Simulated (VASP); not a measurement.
# WC in VASP: notebook, part 2 of 2

VASP 6.6.1. The steps go on from the part before.

## (3) Single point, PBE (atom 1 (W) moved by (+0.000, +0.200) A along x and y)

Contents of INCAR:

```
SYSTEM = WC
  PREC = Accurate
  ENCUT = 520
  EDIFF = 1E-7
  ISMEAR = 0
  SIGMA = 0.15
  LREAL = .False.
  LASPH = .True.
  NELM = 60
  ALGO = Normal
  ISIF = 2
  LWAVE = .False.
  LCHARG = .True.
  GGA = PE
  LELF = .True.
  LVHAR = .True.
  NBANDS = 16
```

Contents of KPOINTS:

```
Automatic mesh
0
Gamma
  18 18 16
  0 0 0
```

Contents of POSCAR:

```
WC
1.0
    2.9005014360      0.0000000000      0.0000000000
   -1.4502507180      2.5119079273      0.0000000000
    0.0000000000      0.0000000000      2.8290000000
W C
1 1
Direct
    0.0398103764      0.0796207527      0.0000000000
    0.6666666667      0.3333333333      0.5000000000
```

Potentials or basis: VASP PAW PBE potentials, release 64 (W_sv, C).

Started as:

```
> cat potpaw_PBE.64/W_sv/POTCAR potpaw_PBE.64/C/POTCAR > POTCAR
> mpirun -np 1 vasp_std > vasp.out
```

OUTCAR:

```text
SYSTEM = WC
   PREC = Accurate
   ENCUT = 520
   EDIFF = 1E-7
   ISMEAR = 0
   LREAL = .False.
   LASPH = .True.
   NELM = 60
   ISIF = 2
   GGA = PE

 ion  position               nearest neighbor table
   1  0.040  0.080  0.000-   2 2.12   2 2.12   2 2.12   2 2.12   2 2.35   2 2.35
   2  0.667  0.333  0.500-   1 2.12   1 2.12   1 2.12   1 2.12   1 2.35   1 2.35

  LATTYP: Found a hexagonal cell.
 ALAT       =     2.9005014360
 C/A-ratio  =     0.9753485949

  Lattice vectors:

 A1 = (   2.9005014360,   0.0000000000,   0.0000000000)
 A2 = (  -1.4502507180,   2.5119079273,   0.0000000000)
 A3 = (   0.0000000000,   0.0000000000,   2.8290000000)

Analysis of symmetry for initial positions (statically):
=====================================================================
 Subroutine PRICEL returns:
 Original cell was already a primitive cell.

 Routine SETGRP: Setting up the symmetry group for a
 hexagonal supercell.

 Subroutine GETGRP returns: Found  4 space group operations
 (whereof  4 operations were pure point group operations)
 out of a pool of 24 trial point group operations.

The static configuration has the point symmetry C_2v.

Analysis of symmetry for dynamics (positions and initial velocities):
=====================================================================
 Subroutine PRICEL returns:
 Original cell was already a primitive cell.

 Routine SETGRP: Setting up the symmetry group for a
 hexagonal supercell.

 Subroutine GETGRP returns: Found  4 space group operations
 (whereof  4 operations were pure point group operations)
 out of a pool of 24 trial point group operations.

The dynamic configuration has the point symmetry C_2v.

 Subroutine INISYM returns: Found  4 space group operations
 (whereof  4 operations are pure point group operations),
 and found     1 'primitive' translations

----------------------------------------------------------------------------------------

[... 111 lines left out ...]
     AMIX     =   0.40;   BMIX     =  1.00
     AMIX_MAG =   1.60;   BMIX_MAG =  1.00
  volume/ion in A,a.u.               =      10.31        69.55
  Fermi-wavevector in a.u.,A,eV,Ry     =   1.564813  2.957068 33.315762  2.448639
  Thomas-Fermi vector in A             =   2.667381
   LORBIT       =      0    0 simple, 1 ext, 2 COOP (PROOUT), +10 PAW based schemes
   GGA     = PE    functional components
   LHFCALC =     F    Hartree Fock is set to
   AEXX    =    0.0000 exact exchange contribution
   IVDW    =     0    specifies the selected vdW correction
   LEPSILON=     F    determine dielectric tensor
   LRPA    =     F    only Hartree local field effects (RPA)
 non-spin polarized calculation
 Gauss-broadening in eV      SIGMA  =   0.15
  energy-cutoff  :      520.00
  volume of cell :       20.61
 maximum number of plane-waves:       580
 NGX is ok and might be reduce to    24
   NGX = 11   NGY = 11   NGZ = 11

 number of electron      18.0000001 magnetization

 Free energy of the ion-electron system (eV)
  ---------------------------------------------------
  ext. energy  EPLUGINS =         0.00000000
  ---------------------------------------------------
  free energy    TOTEN  =       -22.14558674 eV

  energy without entropy =      -22.14204440  energy(sigma->0) =      -22.14381557

 E-fermi :  11.3426     XC(G=0): -13.8286

 val. band max:       11.3405995643   @ k =   0.3889   0.3333   0.0625
 cond. band min:      11.3429396997   @ k =   0.0000   0.1111   0.2500
 fundamental gap:      0.0023401354
 Fermi energy:        11.3425884540

 k-point     1 :       0.0000    0.0000    0.0000
  band No.  band energies     occupation
      1     -62.7719      2.00000
      2     -26.7790      2.00000
      3     -26.6605      2.00000
      4     -26.6543      2.00000
      5      -3.3460      2.00000
      6       6.6768      2.00000
[... 433 lines left out ...]
      3     -26.7550      2.00000
      4     -26.6952      2.00000
      5      -2.7508      2.00000
      6       6.5224      2.00000
[... 8 lines left out ...]
     15      25.6196      0.00000
     16      27.7245      0.00000

 [... further k-points ...]

------------------------ aborting loop because EDIFF is reached ----------------------------------------

  FORCE on cell =-STRESS in cart. coord.  units (eV):
  Direction    XX          YY          ZZ          XY          YZ          ZX
  --------------------------------------------------------------------------------------
  -------------------------------------------------------------------------------------
  Total        2.7669549      0.6273282      2.4519741      0.0000000      0.0000000      0.0000000
  in kB      215.0814296     48.7635867    190.5972852      0.0000000      0.0000000      0.0000000
  external PRESSURE =     151.4807672 kB  Pullay stress =       0.0000000 kB

 VOLUME and BASIS-vectors are now :
 -----------------------------------------------------------------------------
  energy-cutoff  :      520.00
  volume of cell :       20.61
      direct lattice vectors                 reciprocal lattice vectors
     2.900501436  0.000000000  0.000000000     0.344767973  0.199051882  0.000000000
    -1.450250718  2.511907927  0.000000000     0.000000000  0.398103764  0.000000000
     0.000000000  0.000000000  2.829000000     0.000000000  0.000000000  0.353481796

 POSITION                                       TOTAL-FORCE (eV/Angst)
 -----------------------------------------------------------------------------------
      0.00000      0.20000      0.00000         0.000000     -2.722791      0.000000
      1.45025      0.83730      1.41450        -0.000000      2.722791      0.000000
 -----------------------------------------------------------------------------------
    total drift:                               -0.000000      0.000025      0.000000

  FREE ENERGIE OF THE ION-ELECTRON SYSTEM (eV)
  ---------------------------------------------------
  free  energy   TOTEN  =       -22.1455867437 eV

  energy  without entropy=      -22.1420443993  energy(sigma->0) =      -22.14381557
```

Wall time 94 s (1 thread of Intel Xeon Platinum 8488C (Sapphire Rapids), shared host); peak memory 0.37 GiB.

What came out:

```yaml
Free_energy: -22.1456 eV
Pressure: 15.1 GPa
Largest_force: 2.723 eV/Å
Band_gap_on_the_k_mesh: zero (bands 9 and 10 overlap by 1.63 eV)
```

Forces on the atoms (eV/Å):
```
W    0.000 -2.723  0.000
C    0.000  2.723  0.000
```

Caveat: the cell differs from its parent crystal (atom 1 (W) moved by (+0.000, +0.200) A along x and y); the cell stands under pressure; spin-orbit coupling is left out, which moves the levels of the heavy elements; forces of over 1 eV/Å act on the atoms, so gaps and moduli don't describe the material at rest.

## (4) Single point, PBE (atom 1 (W) moved by (-0.200, -0.200) A along x and y)

Contents of INCAR:

```
SYSTEM = WC
PREC = Accurate
ENCUT = 520
EDIFF = 1E-6
ISMEAR = 0
SIGMA = 0.15
LREAL = .False.
LASPH = .True.
NELM = 60
ALGO = Normal
ISIF = 2
LWAVE = .False.
LCHARG = .False.
GGA = PE
NBANDS = 16
```

KPOINTS is that of step 3.

POSCAR: that of step 3 with these lines changed.

```diff
@@ -8,3 +8,3 @@
 Direct
-    0.0398103764      0.0796207527      0.0000000000
+   -0.1087639709     -0.0796207527      0.0000000000
     0.6666666667      0.3333333333      0.5000000000
```

Started as:

```
> cat potpaw_PBE.64/W_sv/POTCAR potpaw_PBE.64/C/POTCAR > POTCAR
> mpirun -np 1 vasp_std > vasp.out
```

Wall time 2.5 min (1 thread of Intel Xeon Platinum 8488C (Sapphire Rapids), shared host); peak memory 0.56 GiB.

Results (log left out):

* Free energy: -21.8650 eV
* Pressure: 20.6 GPa
* Largest force: 3.733 eV/Å
* Band gap on the k mesh: zero (bands 9 and 10 overlap by 1.86 eV)

Forces in eV/Å, atoms in the order of the input:
```
W    2.190  3.023  0.000
C   -2.190 -3.023  0.000
```

Stress tensor (GPa, compression positive):
```
 8.58 -7.98  0.00
-7.98 25.10  0.00
 0.00  0.00 28.07
```

Levels at points of the mesh, in eV from the Fermi level:
| k point | band 5 | band 6 | band 7 | band 8 | band 9 | band 10 | band 11 | band 12 | band 13 | band 14 |
| --- | --- | --- | --- | --- | --- | --- | --- | --- | --- | --- |
| (0.00, 0.00, 0.00) | -14.87 | -4.94 | -3.67 | -3.03 | -0.53 | 2.67 | 3.32 | 3.41 | 4.40 | 8.71 |
| (0.50, 0.00, 0.00) | -12.21 | -6.63 | -4.17 | -3.02 | -0.87 | 1.71 | 4.46 | 4.48 | 5.12 | 9.69 |
| (0.00, 0.50, 0.00) | -10.83 | -8.13 | -4.79 | -4.52 | 0.16 | 2.16 | 3.78 | 4.84 | 8.76 | 9.23 |
| (0.50, 0.50, 0.00) | -11.14 | -7.72 | -4.89 | -4.54 | 0.61 | 2.00 | 3.95 | 4.97 | 8.11 | 9.17 |
| (0.00, 0.00, 0.50) | -10.76 | -9.00 | -3.98 | -1.27 | -0.75 | -0.27 | 1.66 | 3.63 | 7.05 | 10.14 |
| (0.50, 0.00, 0.50) | -10.83 | -7.51 | -5.69 | -5.31 | 1.13 | 4.18 | 4.96 | 6.19 | 8.70 | 10.00 |
| (0.00, 0.50, 0.50) | -12.25 | -6.13 | -4.22 | -3.82 | -0.82 | 4.20 | 5.01 | 5.07 | 9.17 | 10.22 |
| (0.50, 0.50, 0.50) | -12.03 | -6.31 | -4.60 | -3.73 | -0.59 | 4.16 | 4.30 | 5.04 | 9.36 | 9.95 |

Caveat: the cell differs from its parent crystal (atom 1 (W) moved by (-0.200, -0.200) A along x and y); the cell stands under pressure; spin-orbit coupling is left out, which moves the levels of the heavy elements; forces of over 1 eV/Å act on the atoms, so gaps and moduli don't describe the material at rest.

## (5) Overview

| cell | gap on the mesh (eV) | pressure (GPa) | largest force (eV/Å) |
| --- | --- | --- | --- |
| as given, atomic positions A | none | 16.6 | 3.59 |
| as given, atomic positions B | none | 15.1 | 2.72 |
| as given, atomic positions C | none | 20.6 | 3.73 |

Alike in all rows: task single point; level PBE; potentials or basis VASP PAW PBE potentials, release 64 (W_sv, C); no spin polarisation; k mesh 18 × 18 × 16; cutoff (eV) 520; smearing gaussian 0.15 eV.

Caveats: the cell stands under pressure; spin-orbit coupling is left out, which moves the levels of the heavy elements; forces of over 1 eV/Å act on the atoms, so gaps and moduli don't describe the material at rest.

Total energies depend on the potentials used, so only differences within one code and one set of settings carry meaning.
